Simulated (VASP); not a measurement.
# CdS (P6_3/mmc) in VASP: further runs, part 2 of 2

VASP 6.6.1.

## 3. Single point, r2SCAN

POSCAR reads:

```
CdS
1.0
    4.4085296226      0.0000000000      0.0000000000
   -2.2042648113      3.8178986465      0.0000000000
    0.0000000000      0.0000000000      5.7481182294
Cd S
2 2
Direct
    0.3333333333      0.6666666667      0.2500000000
    0.6666666667      0.3333333333      0.7500000000
    0.6666666667      0.3333333333      0.2500000000
    0.3333333333      0.6666666667      0.7500000000
```

INCAR.step1 reads:

```
SYSTEM = CdS
ALGO     = Normal         ! electronic algorithm
EDIFF    = 1E-4           ! SCF threshold, eV
ENCUT    = 520            ! plane-wave cutoff, eV
GGA      = PE             ! functional
ISMEAR   = 0              ! smearing method
LASPH    = .True.         ! aspherical terms in the spheres
LCHARG   = .False.        ! write CHGCAR
LREAL    = .False.        ! projectors in reciprocal space
LWAVE    = .True.         ! write WAVECAR
NBANDS   = 26             ! bands
NELM     = 80             ! most SCF steps
PREC     = Accurate       ! precision mode
SIGMA    = 0.01           ! smearing width, eV
```

INCAR.step2 reads:

```
SYSTEM = CdS
ALGO     = Normal         ! electronic algorithm
EDIFF    = 1E-7           ! SCF threshold, eV
ENCUT    = 520            ! plane-wave cutoff, eV
ISIF     = 2              ! what is computed and relaxed
ISMEAR   = 0              ! smearing method
ISTART   = 1            
LASPH    = .True.         ! aspherical terms in the spheres
LCHARG   = .False.        ! write CHGCAR
LMIXTAU  = .True.       
LREAL    = .False.        ! projectors in reciprocal space
LWAVE    = .False.        ! write WAVECAR
METAGGA  = R2SCAN         ! meta-GGA
NBANDS   = 26             ! bands
NELM     = 80             ! most SCF steps
PREC     = Accurate       ! precision mode
SIGMA    = 0.01           ! smearing width, eV
```

KPOINTS reads:

```
k-points
0
Gamma
  6 6 2
  0 0 0
```

Potentials or basis: VASP PAW PBE potentials, release 64 (Cd, S).

On the command line:

```
$ cat potpaw_PBE.64/Cd/POTCAR potpaw_PBE.64/S/POTCAR > POTCAR
$ cp INCAR.step1 INCAR
$ mpirun -np 1 vasp_std > vasp.out
$ cp INCAR.step2 INCAR
$ mpirun -np 1 vasp_std > vasp.out
```

OUTCAR:

```text
SYSTEM = CdS
   EDIFF = 1E-7
   ENCUT = 520
   ISIF = 2
   ISMEAR = 0
   ISTART = 1
   LASPH = .True.
   LREAL = .False.
   METAGGA = R2SCAN
   NELM = 80
   PREC = Accurate

 ion  position               nearest neighbor table
   1  0.333  0.667  0.250-   3 2.55   3 2.55   3 2.55   4 2.87   4 2.87
   2  0.667  0.333  0.750-   4 2.55   4 2.55   4 2.55   3 2.87   3 2.87
   3  0.667  0.333  0.250-   1 2.55   1 2.55   1 2.55   2 2.87   2 2.87
   4  0.333  0.667  0.750-   2 2.55   2 2.55   2 2.55   1 2.87   1 2.87

  LATTYP: Found a hexagonal cell.
 ALAT       =     4.4085296226
 C/A-ratio  =     1.3038629025

  Lattice vectors:

 A1 = (   4.4085296226,   0.0000000000,   0.0000000000)
 A2 = (  -2.2042648113,   3.8178986465,   0.0000000000)
 A3 = (   0.0000000000,   0.0000000000,   5.7481182294)

Analysis of symmetry for initial positions (statically):
=====================================================================
 Subroutine PRICEL returns:
 Original cell was already a primitive cell.

 Routine SETGRP: Setting up the symmetry group for a
 hexagonal supercell.

 Subroutine GETGRP returns: Found 24 space group operations
 (whereof 12 operations were pure point group operations)
 out of a pool of 24 trial point group operations.

The static configuration has the point symmetry D_3d.
 The point group associated with its full space group is D_6h.

Analysis of symmetry for dynamics (positions and initial velocities):
=====================================================================
 Subroutine PRICEL returns:
 Original cell was already a primitive cell.

 Routine SETGRP: Setting up the symmetry group for a
 hexagonal supercell.

 Subroutine GETGRP returns: Found 24 space group operations
 (whereof 12 operations were pure point group operations)
 out of a pool of 24 trial point group operations.

The dynamic configuration has the point symmetry D_3d.
 The point group associated with its full space group is D_6h.
[... 109 lines left out ...]
   IALGO  =     38    algorithm
   IMIX   =      4    mixing-type and parameters
     AMIX     =   0.40;   BMIX     =  1.00
     AMIX_MAG =   1.60;   BMIX_MAG =  1.00
  volume/ion in A,a.u.               =      24.19       163.22
  Fermi-wavevector in a.u.,A,eV,Ry     =   1.177500  2.225153 18.864574  1.386507
  Thomas-Fermi vector in A             =   2.313846
   LORBIT       =      0    0 simple, 1 ext, 2 COOP (PROOUT), +10 PAW based schemes
   METAGGA = R2SCAN    functional components
   LHFCALC =     F    Hartree Fock is set to
   AEXX    =    0.0000 exact exchange contribution
   IVDW    =     0    specifies the selected vdW correction
   LEPSILON=     F    determine dielectric tensor
   LRPA    =     F    only Hartree local field effects (RPA)
 non-spin polarized calculation
 Gauss-broadening in eV      SIGMA  =   0.01
  energy-cutoff  :      520.00
  volume of cell :       96.75
 maximum number of plane-waves:      2631
 NGX is ok and might be reduce to    36
   NGX = 17   NGY = 17   NGZ = 21

 number of electron      36.0000001 magnetization

 Free energy of the ion-electron system (eV)
  ---------------------------------------------------
  ext. energy  EPLUGINS =         0.00000000
  ---------------------------------------------------
  free energy    TOTEN  =       -59.05238016 eV

  energy without entropy =      -59.05238016  energy(sigma->0) =      -59.05238016

 E-fermi :   1.3845     XC(G=0):  -9.8710

 val. band max:        1.3055294585   @ k =   0.3333   0.3333   0.5000
 cond. band min:       2.7636678368   @ k =   0.0000   0.0000   0.0000
 fundamental gap:      1.4581383783
 Fermi energy:         1.3845364500

 k-point     1 :       0.0000    0.0000    0.0000
  band No.  band energies     occupation
      1     -11.6009      2.00000
      2     -10.8975      2.00000
      3      -6.7253      2.00000
      4      -6.7253      2.00000
      5      -6.7122      2.00000
      6      -6.7122      2.00000
[... 395 lines left out ...]
     25       9.7296      0.00000
     26       9.7296      0.00000

------------------------ aborting loop because EDIFF is reached ----------------------------------------

  FORCE on cell =-STRESS in cart. coord.  units (eV):
  Direction    XX          YY          ZZ          XY          YZ          ZX
  --------------------------------------------------------------------------------------
  -------------------------------------------------------------------------------------
  Total        0.3924792      0.3924792      0.0735302      0.0000000      0.0000000      0.0000000
  in kB        6.4995510      6.4995510      1.2176776      0.0000000      0.0000000      0.0000000
  external PRESSURE =       4.7389266 kB  Pullay stress =       0.0000000 kB

 VOLUME and BASIS-vectors are now :
 -----------------------------------------------------------------------------
  energy-cutoff  :      520.00
  volume of cell :       96.75
      direct lattice vectors                 reciprocal lattice vectors
     4.408529623  0.000000000  0.000000000     0.226833000  0.130962094  0.000000000
    -2.204264811  3.817898647  0.000000000     0.000000000  0.261924187  0.000000000
     0.000000000  0.000000000  5.748118229     0.000000000  0.000000000  0.173969978

 POSITION                                       TOTAL-FORCE (eV/Angst)
 -----------------------------------------------------------------------------------
     -0.00000      2.54527      1.43703         0.000000      0.000000      0.000000
      2.20426      1.27263      4.31109        -0.000000     -0.000000     -0.000000
      2.20426      1.27263      1.43703        -0.000000     -0.000000      0.000000
     -0.00000      2.54527      4.31109        -0.000000     -0.000000      0.000000
 -----------------------------------------------------------------------------------
    total drift:                                0.000000      0.000000     -0.000000

  FREE ENERGIE OF THE ION-ELECTRON SYSTEM (eV)
  ---------------------------------------------------
  free  energy   TOTEN  =       -59.0523801557 eV

  energy  without entropy=      -59.0523801557  energy(sigma->0) =      -59.05238016
```

OUTCAR.step1:

```text
SYSTEM = CdS
   EDIFF = 1E-4
   ENCUT = 520
   GGA = PE
   ISMEAR = 0
   LASPH = .True.
   LREAL = .False.
   NELM = 80
[... 623 lines left out ...]
      2.20426      1.27263      4.31109        -0.000000     -0.000000     -0.000000
      2.20426      1.27263      1.43703        -0.000000      0.000000     -0.000000
     -0.00000      2.54527      4.31109         0.000000     -0.000000     -0.000000
 -----------------------------------------------------------------------------------
    total drift:                                0.000000      0.000000     -0.000000

  FREE ENERGIE OF THE ION-ELECTRON SYSTEM (eV)
  ---------------------------------------------------
  free  energy   TOTEN  =       -11.9071035324 eV

  energy  without entropy=      -11.9071035324  energy(sigma->0) =      -11.90710353
```

OSZICAR.step1:

```text
N       E                     dE             d eps       ncg     rms          rms(c)
DAV:   1     0.250472651364E+03    0.25047E+03   -0.17636E+04   728   0.128E+03
DAV:   2     0.104383759844E+01   -0.24943E+03   -0.23953E+03   822   0.319E+02
DAV:   3    -0.129395300709E+02   -0.13983E+02   -0.13898E+02   872   0.756E+01
DAV:   4    -0.130935548665E+02   -0.15402E+00   -0.15393E+00   806   0.755E+00
DAV:   5    -0.130960453748E+02   -0.24905E-02   -0.24904E-02   860   0.958E-01    0.109E+01
DAV:   6    -0.119402099992E+02    0.11558E+01   -0.20208E+00   912   0.144E+01    0.886E+00
DAV:   7    -0.119094646230E+02    0.30745E-01   -0.75399E-01   778   0.461E+00    0.436E+00
DAV:   8    -0.119087160261E+02    0.74860E-03   -0.88089E-02   788   0.302E+00    0.561E-01
DAV:   9    -0.119068532196E+02    0.18628E-02   -0.17439E-02   832   0.160E+00    0.183E-01
DAV:  10    -0.119070368274E+02   -0.18361E-03   -0.15459E-03   796   0.383E-01    0.117E-01
DAV:  11    -0.119071035324E+02   -0.66705E-04   -0.15963E-04   680   0.802E-02
   1 F= -.11907104E+02 E0= -.11907104E+02  d E =-.989652E-25
```

Wall time 1.8 min (1 thread of Intel Xeon Platinum 8488C (Sapphire Rapids), shared host); peak memory 0.25 GiB.

What came out:

| Property | Result |
| --- | --- |
| Free energy | -59.0524 eV |
| Pressure | 0.5 GPa |
| Band gap on the k mesh | 1.46 eV, indirect (least direct gap 1.72 eV) |

Levels at points of the mesh, in eV from the valence-band top:
```
           k point  band 14  band 15  band 16  band 17  band 18  band 19  band 20  band 21  band 22  band 23
(0.00, 0.00, 0.00)    -1.23    -1.23    -0.35    -0.27    -0.27     1.46     1.58     6.14     6.14     7.68
(0.50, 0.00, 0.00)    -3.32    -2.49    -2.45    -1.33    -1.11     2.88     4.26     6.50     7.21     8.61
(0.00, 0.00, 0.50)    -2.14    -0.71    -0.71    -0.71    -0.71     3.32     3.32     6.27     6.27     6.27
(0.50, 0.00, 0.50)    -4.38    -1.81    -1.81    -0.38    -0.38     4.23     4.23     5.67     5.67     8.08
```

Caveat: the k points lie up to 0.55 Å⁻¹ apart; the PAW data sets were made with another functional, which shifts forces and pressure a little. A k mesh can miss the band edges.
